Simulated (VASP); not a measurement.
# Si13C14 (a cell with a defect) in VASP: single point with PBE

Aim: the single point of Si13C14 (a cell with a defect) with PBE.

Program: VASP 6.6.1. These are calculated values, not measurements. Logs are shortened: lines on timing, memory, paths and dates and some standing lists are left out, and cuts for length are marked.

### 1 The cell of the first run

The cell holds a defect, 54 atoms: a = 9.291 Å, b = 9.291 Å, c = 9.291 Å, α = 60.00°, β = 60.00°, γ = 60.00°.

### 2 Single point, PBE

Contents of INCAR:

```
SYSTEM = Si13C14
  PREC = Accurate
  ENCUT = 520
  EDIFF = 1E-6
  ISMEAR = 0
  SIGMA = 0.01
  LREAL = Auto
  LASPH = .TRUE.
  NELM = 120
  ALGO = Normal
  ISIF = 2
  LWAVE = .FALSE.
  LCHARG = .FALSE.
  GGA = PE
  NBANDS = 141
  GGA_COMPAT = .FALSE.
```

Contents of KPOINTS:

```
Automatic mesh
0
Gamma
  2 2 2
  0.5 0.5 0.5
```

Contents of POSCAR:

```
Si13C14
1.0
    0.0000000000      6.5695574980      6.5695574980
    6.5695574980      0.0000000000      6.5695574980
    6.5695574980      6.5695574980      0.0000000000
Si C
26 28
Direct
    0.2494478746      0.2502940438      0.2497172239
    0.2485676380      0.2552099260      0.5819729106
    0.2485530485      0.2552408904      0.9134249564
    0.2485678129      0.5825402476      0.2546305657
    0.2485590740      0.5825448261      0.9133846102
    0.2485507673      0.9139840878      0.2546758008
    0.2485562561      0.9139739544      0.5819562000
    0.2496025796      0.9169130581      0.9163302263
    0.5829466034      0.2502100848      0.2496407287
    0.5800071057      0.2552372374      0.5819621710
    0.5829549008      0.2502102567      0.9163603975
    0.5800150567      0.5825210288      0.2546670795
    0.5799986366      0.5825268532      0.5819611911
    0.5829380991      0.5835732664      0.9163316779
    0.5829587043      0.9169211283      0.2496405753
    0.5829350929      0.9169011799      0.5830079740
    0.5829234755      0.9169018436      0.9163327892
    0.9163107706      0.2502897272      0.2497212757
    0.9163181058      0.2502965298      0.5828463355
    0.9162372424      0.2502160431      0.9163494521
    0.9163174948      0.5834247564      0.2497144797
    0.9212299909      0.5825358563      0.5819708695
    0.9212680851      0.5825268701      0.9134178973
    0.9162403507      0.9169170557      0.2496433276
    0.9212691376      0.9139907815      0.5819541146
    0.9162393164      0.9169292208      0.9163550056
   -0.0003873693      0.0002561242     -0.0003170394
   -0.0006341511      0.0007047499      0.3327673788
   -0.0006283099      0.0007031309      0.6663904583
   -0.0006334701      0.3333373229      0.0001345634
    0.2495889846      0.5835601692      0.5829891602
   -0.0003805278      0.3335914977      0.3330125004
   -0.0006254238      0.3333453237      0.6663878801
   -0.0006263661      0.6669653738      0.0001192620
   -0.0006253698      0.6669527465      0.3327741775
    0.0257121195      0.6582297776      0.6576658793
    0.3329122136      0.0002819379     -0.0002860915
    0.3329926604      0.0006964704      0.3327717255
    0.3329270353      0.0002867085      0.6663268301
    0.3329909570      0.3333540710      0.0001203202
    0.3329850370      0.3333483513      0.3327755223
    0.3242647219      0.3596725059      0.6576750417
    0.3329356072      0.6669112795     -0.0002986450
    0.3242699381      0.6582323687      0.3591060293
    0.3242343791      0.6582013762      0.6576241863
    0.6662819274      0.0002515595     -0.0003181721
    0.6662793769      0.0002494400      0.3330162084
    0.6663039700      0.0002788499      0.6663263293
    0.6662784750      0.3335855943     -0.0003171968
    0.6667201661      0.3333358506      0.3327721883
    0.6667170418      0.3333442671      0.6663975451
    0.6663010389      0.6668968167     -0.0002952341
    0.6667218111      0.6669596250      0.3327738193
    0.6663108562      0.6668995572      0.6663315124
```

Potentials or basis: VASP PAW PBE potentials, release 64 (Si, C).

Started as:

```sh
$ cat potpaw_PBE.64/Si/POTCAR potpaw_PBE.64/C/POTCAR > POTCAR
$ mpirun -np 1 vasp_std > vasp.out
```

OUTCAR:

```text
SYSTEM = Si13C14
   PREC = Accurate
   ENCUT = 520
   EDIFF = 1E-6
   ISMEAR = 0
   LREAL = Auto
   LASPH = .TRUE.
   NELM = 120
   ISIF = 2
   GGA = PE

 ion  position               nearest neighbor table
   1  0.249  0.250  0.250-  40 1.89  38 1.89  41 1.89  32 1.90  19 3.10  21 3.10  18 3.10   9 3.10
                            11 3.10  15 3.10   4 3.11   3 3.11   2 3.11   6 3.11   7 3.11   5 3.11
   2  0.249  0.255  0.582-  33 1.89  41 1.89  39 1.93  42 1.95  22 3.04   4 3.04  10 3.08   3 3.08
                            20 3.10   9 3.10  19 3.11   1 3.11   8 3.12  16 3.12
   3  0.249  0.255  0.913-  30 1.89  40 1.89  37 1.93  42 1.95  23 3.04   5 3.04  10 3.08   2 3.08
                            11 3.10  20 3.10   1 3.11  18 3.11   8 3.13  17 3.13
   4  0.249  0.583  0.255-  41 1.89  35 1.89  43 1.93  44 1.95   2 3.04  22 3.04  12 3.08   6 3.08
                            24 3.10   9 3.10   1 3.11  21 3.11  14 3.12   8 3.12
   5  0.249  0.583  0.913-  34 1.89  40 1.89  43 1.93  45 1.95  23 3.04   3 3.04   7 3.08  13 3.08
                            26 3.10  11 3.10  21 3.11   1 3.11   8 3.13  14 3.13
   6  0.249  0.914  0.255-  28 1.89  38 1.89  37 1.93  44 1.95   7 3.04  25 3.04   4 3.08  12 3.08
                            15 3.10  24 3.10  18 3.11   1 3.11   8 3.13  17 3.13
   7  0.249  0.914  0.582-  38 1.89  29 1.89  39 1.93  45 1.95   6 3.04  25 3.04   5 3.08  13 3.08
                            26 3.10  15 3.10   1 3.11  19 3.11   8 3.13  16 3.13
   8  0.250  0.917  0.916-  27 1.90  43 1.90  39 1.90  37 1.90  17 3.10  16 3.10  20 3.10  14 3.10
                            24 3.10  26 3.10   2 3.12   4 3.12   3 3.13   6 3.13   5 3.13   7 3.13
   9  0.583  0.250  0.250-  49 1.90  47 1.90  41 1.90  50 1.90  11 3.10  15 3.10  20 3.10  24 3.10
[... 61 lines left out ...]
  53  0.667  0.667  0.333-  13 1.89  12 1.89  21 1.89  15 1.90
  54  0.666  0.667  0.666-  14 1.90  16 1.90  22 1.93  13 1.93

  LATTYP: Found a face centered cubic cell.
 ALAT       =    13.1391149960

  Lattice vectors:

 A1 = (   0.0000000000,   6.5695574980,   6.5695574980)
 A2 = (   6.5695574980,   0.0000000000,   6.5695574980)
 A3 = (   6.5695574980,   6.5695574980,   0.0000000000)

Analysis of symmetry for initial positions (statically):
=====================================================================
 Subroutine PRICEL returns:
 Original cell was already a primitive cell.

 Routine SETGRP: Setting up the symmetry group for a
 face centered cubic supercell.

 Subroutine GETGRP returns: Found  1 space group operations
 (whereof  1 operations were pure point group operations)
 out of a pool of 48 trial point group operations.

The static configuration has the point symmetry C_1 .

Analysis of symmetry for dynamics (positions and initial velocities):
=====================================================================
 Subroutine PRICEL returns:
 Original cell was already a primitive cell.

 Routine SETGRP: Setting up the symmetry group for a
 face centered cubic supercell.

 Subroutine GETGRP returns: Found  1 space group operations
 (whereof  1 operations were pure point group operations)
 out of a pool of 48 trial point group operations.

The dynamic configuration has the point symmetry C_1 .

 Subroutine INISYM returns: Found  1 space group operations
 (whereof  1 operations are pure point group operations),
 and found     1 'primitive' translations

----------------------------------------------------------------------------------------

                                     Primitive cell

  volume of cell :     567.0722

  direct lattice vectors                    reciprocal lattice vectors
     0.000000000  6.569557498  6.569557498    -0.076108627  0.076108627  0.076108627
     6.569557498  0.000000000  6.569557498     0.076108627 -0.076108627  0.076108627
     6.569557498  6.569557498  0.000000000     0.076108627  0.076108627 -0.076108627

  length of vectors
     9.290757312  9.290757312  9.290757312     0.131824009  0.131824009  0.131824009

  position of ions in fractional coordinates (direct lattice)
     0.249447875  0.250294044  0.249717224
     0.248567638  0.255209926  0.581972911
     0.248553048  0.255240890  0.913424956
     0.248567813  0.582540248  0.254630566
     0.248559074  0.582544826  0.913384610
     0.248550767  0.913984088  0.254675801
[... 46 lines left out ...]
     0.666721811  0.666959625  0.332773819
     0.666310856  0.666899557  0.666331512

  ion indices of the primitive-cell ions
   primitive index   ion index
                 1           1
                 2           2
                 3           3
                 4           4
                 5           5
                 6           6
[... 46 lines left out ...]
                53          53
                54          54

----------------------------------------------------------------------------------------

 KPOINTS: Automatic mesh

Automatic generation of k-mesh.
 Grid dimensions read from file:
 generate k-points for:    2    2    2

 Generating k-lattice:

  Cartesian coordinates                     Fractional coordinates (reciprocal lattice)
    -0.038054313  0.038054313  0.038054313     0.500000000  0.000000000  0.000000000
     0.038054313 -0.038054313  0.038054313     0.000000000  0.500000000  0.000000000
     0.038054313  0.038054313 -0.038054313     0.000000000  0.000000000  0.500000000

  Length of vectors
     0.065912004  0.065912004  0.065912004

  Shift w.r.t. Gamma in fractional coordinates (k-lattice)
     0.500000000  0.500000000  0.500000000

 Subroutine IBZKPT returns following result:
 ===========================================

 Found     16 irreducible k-points:

 Following reciprocal coordinates:
            Coordinates               Weight
  0.250000  0.250000  0.250000      2.000000
  0.250000  0.000000  0.000000      2.000000
  0.000000  0.000000 -0.250000      2.000000
  0.000000  0.250000  0.000000      2.000000
 -0.250000  0.250000  0.250000      2.000000
  0.250000 -0.250000  0.250000      2.000000
[... 8 lines left out ...]
  0.000000  0.250000  0.500000      2.000000
  0.500000  0.250000  0.000000      2.000000
   k-points           NKPTS =     16   k-points in BZ     NKDIM =     16   number of bands    NBANDS=    141
   number of dos      NEDOS =    301   number of ions     NIONS =     54
   total plane-waves  NPLWV = 343000
   dimension x,y,z NGX =    70 NGY =   70 NGZ =   70
   dimension x,y,z NGXF=   140 NGYF=  140 NGZF=  140
   ions per type =              26  28
   NGX,Y,Z   is equivalent  to a cutoff of  12.53, 12.53, 12.53 a.u.
   NGXF,Y,Z  is equivalent  to a cutoff of  25.05, 25.05, 25.05 a.u.
 SYSTEM =  Si13C14
   PREC   = accura    normal or accurate (medium, high low for compatibility)
   ISTART =      0    job   : 0-new  1-cont  2-samecut
   ICHARG =      2    charge: 1-file 2-atom 10-const
   ISPIN  =      1    spin polarized calculation?
   LNONCOLLINEAR =      F non collinear calculations
   LSORBIT =      F    spin-orbit coupling
   LASPH  =      T    aspherical Exc in radial PAW
   ENCUT  =  520.0 eV  38.22 Ry    6.18 a.u.  17.27 17.27 17.27*2*pi/ulx,y,z
   NELM   =    120;   NELMIN=  2; NELMDL= -5     # of ELM steps
   EDIFF  = 0.1E-05   stopping-criterion for ELM
   LREAL  =      T    real-space projection
   EDIFFG = 0.1E-04   stopping-criterion for IOM
   NSW    =      0    number of steps for IOM
   IBRION =     -1    ionic relax: 0-MD 1-quasi-New 2-CG
   NFREE  =      0    steps in history (QN), initial steepest desc. (CG)
   ISIF   =      2    stress and relaxation
   ISYM   =      2    0-nonsym 1-usesym 2-fastsym
   POTIM  = 0.5000    time-step for ionic-motion
   TEBEG  =    0.0;   TEEND  =   0.0 temperature during run
   PSTRESS=    0.0 pullay stress
   NELECT =     216.0000    total number of electrons
   NUPDOWN=      -1.0000    fix difference up-down
   EMIN   =  10.00;   EMAX   =-10.00  energy-range for DOS
   EFERMI =   0.00;   METHOD = LEGACY
   ISMEAR =     0;   SIGMA  =   0.01  broadening in eV -4-tet -1-fermi 0-gaus
   EFERMI_NEDOS =   21; number of points for ismear=-14 and -15
   IALGO  =     38    algorithm
   IMIX   =      4    mixing-type and parameters
     AMIX     =   0.40;   BMIX     =  1.00
     AMIX_MAG =   1.60;   BMIX_MAG =  1.00
  volume/ion in A,a.u.               =      10.50        70.87
  Fermi-wavevector in a.u.,A,eV,Ry     =   1.186716  2.242567 19.161000  1.408294
  Thomas-Fermi vector in A             =   2.322882
   LORBIT       =      0    0 simple, 1 ext, 2 COOP (PROOUT), +10 PAW based schemes
   GGA     = PE    functional components
   LHFCALC =     F    Hartree Fock is set to
   AEXX    =    0.0000 exact exchange contribution
   IVDW    =     0    specifies the selected vdW correction
   LEPSILON=     F    determine dielectric tensor
   LRPA    =     F    only Hartree local field effects (RPA)
 non-spin polarized calculation
 Gauss-broadening in eV      SIGMA  =   0.01
  energy-cutoff  :      520.00
  volume of cell :      567.07
 maximum number of plane-waves:     15286
 NGX is ok and might be reduce to    70
   NGX = 35   NGY = 35   NGZ = 35

 number of electron     216.0000001 magnetization

 Free energy of the ion-electron system (eV)
  ---------------------------------------------------
  ext. energy  EPLUGINS =         0.00000000
  ---------------------------------------------------
  free energy    TOTEN  =      -406.68785737 eV

  energy without entropy =     -406.68785737  energy(sigma->0) =     -406.68785737

 E-fermi :   7.7905     XC(G=0): -11.2634

 val. band max:        7.7336641646   @ k =   0.2500   0.0000   0.0000
 cond. band min:       9.6517274162   @ k =   0.2500   0.2500  -0.2500
 fundamental gap:      1.9180632516
 Fermi energy:         7.7904937347

 k-point     1 :       0.2500    0.2500    0.2500
  band No.  band energies     occupation
      1      -7.4740      2.00000
      2      -6.5500      2.00000
      3      -6.0351      2.00000
      4      -5.6176      2.00000
      5      -5.6175      2.00000
      6      -5.4503      2.00000
[... 1957 lines left out ...]
    119      12.5111      0.00000
    120      12.5623      0.00000
 [bands above 120 left out]

------------------------ aborting loop because EDIFF is reached ----------------------------------------

  FORCE on cell =-STRESS in cart. coord.  units (eV):
  Direction    XX          YY          ZZ          XY          YZ          ZX
  --------------------------------------------------------------------------------------
  -------------------------------------------------------------------------------------
  Total      -12.9596347    -12.9382158    -12.9602720     -0.0234704     -0.0570349     -0.0259134
  in kB      -36.6155019    -36.5549860    -36.6173025     -0.0663120     -0.1611435     -0.0732143
  external PRESSURE =     -36.5959301 kB  Pullay stress =       0.0000000 kB

 VOLUME and BASIS-vectors are now :
 -----------------------------------------------------------------------------
  energy-cutoff  :      520.00
  volume of cell :      567.07
      direct lattice vectors                 reciprocal lattice vectors
     0.000000000  6.569557498  6.569557498    -0.076108627  0.076108627  0.076108627
     6.569557498  0.000000000  6.569557498     0.076108627 -0.076108627  0.076108627
     6.569557498  6.569557498  0.000000000     0.076108627  0.076108627 -0.076108627

 POSITION                                       TOTAL-FORCE (eV/Angst)
 -----------------------------------------------------------------------------------
      3.28485      3.27929      3.28308         0.002111      0.008174      0.005435
      5.49992      5.45628      3.30960         0.000586      0.004066      0.000492
      7.67762      7.63368      3.30970         0.001674      0.010679     -0.002696
      5.49984      3.30579      5.46001         0.001253      0.000654      0.004558
      9.82759      7.63346      5.45998         0.011243      0.012214      0.004937
      7.67758      3.30598      7.63734         0.001970     -0.003336      0.011795
[... 46 lines left out ...]
      6.56781      6.56624      8.76170        -0.002770     -0.006208     -0.002667
      8.75874      8.75487      8.75860        -0.003043     -0.008876     -0.006627
 -----------------------------------------------------------------------------------
    total drift:                                0.008315     -0.029043     -0.015732

  FREE ENERGIE OF THE ION-ELECTRON SYSTEM (eV)
  ---------------------------------------------------
  free  energy   TOTEN  =      -406.6878573675 eV

  energy  without entropy=     -406.6878573675  energy(sigma->0) =     -406.68785737
```

Wall time 78 min (1 thread of Intel Xeon 8259CL, shared host); peak memory 1.2 GiB.

What came out:

```yaml
Free_energy: -406.6879 eV
Pressure: -3.7 GPa
Largest_force: 0.017 eV/Å
Band_gap_on_the_k_mesh: 1.92 eV
```

Forces on the atoms (eV/Å):
```
Si   0.002  0.008  0.005
Si   0.001  0.004  0.000
Si   0.002  0.011 -0.003
Si   0.001  0.001  0.005
Si   0.011  0.012  0.005
Si   0.002 -0.003  0.012
Si   0.012  0.006  0.011
Si   0.001  0.008  0.007
Si   0.000  0.004  0.005
Si  -0.003  0.011  0.002
Si   0.003  0.008  0.003
Si  -0.001  0.001  0.010
Si   0.006  0.010  0.011
Si   0.006  0.002  0.004
Si   0.004  0.003  0.008
Si   0.007  0.004  0.002
Si   0.004  0.002  0.001
Si   0.002  0.003  0.004
Si   0.003  0.006  0.002
Si   0.006  0.005  0.002
Si   0.003  0.002  0.006
Si   0.004  0.001  0.001
Si   0.012  0.001 -0.003
Si   0.005  0.002  0.005
Si   0.012 -0.002  0.002
Si   0.006  0.004  0.003
C   -0.004  0.002 -0.003
C   -0.006 -0.003 -0.008
C   -0.006 -0.006 -0.006
C   -0.004 -0.007 -0.003
C    0.005  0.004  0.005
C   -0.001 -0.007 -0.009
C    0.000 -0.004 -0.002
C   -0.004 -0.005 -0.005
C    0.000 -0.002  0.000
C   -0.006 -0.009 -0.009
C   -0.007 -0.006 -0.004
C   -0.009  0.003 -0.010
C   -0.008 -0.001 -0.006
C   -0.007 -0.010 -0.002
C    0.000  0.003  0.002
C   -0.010 -0.007 -0.006
C   -0.007 -0.010 -0.003
C   -0.010 -0.007 -0.007
C    0.000  0.005  0.004
C   -0.005 -0.008 -0.006
C   -0.004 -0.003 -0.005
C   -0.003 -0.004 -0.004
C   -0.004 -0.008 -0.002
C   -0.001 -0.007 -0.005
C   -0.003 -0.001 -0.004
C   -0.001 -0.001 -0.004
C   -0.003 -0.006 -0.003
C   -0.003 -0.009 -0.007
```
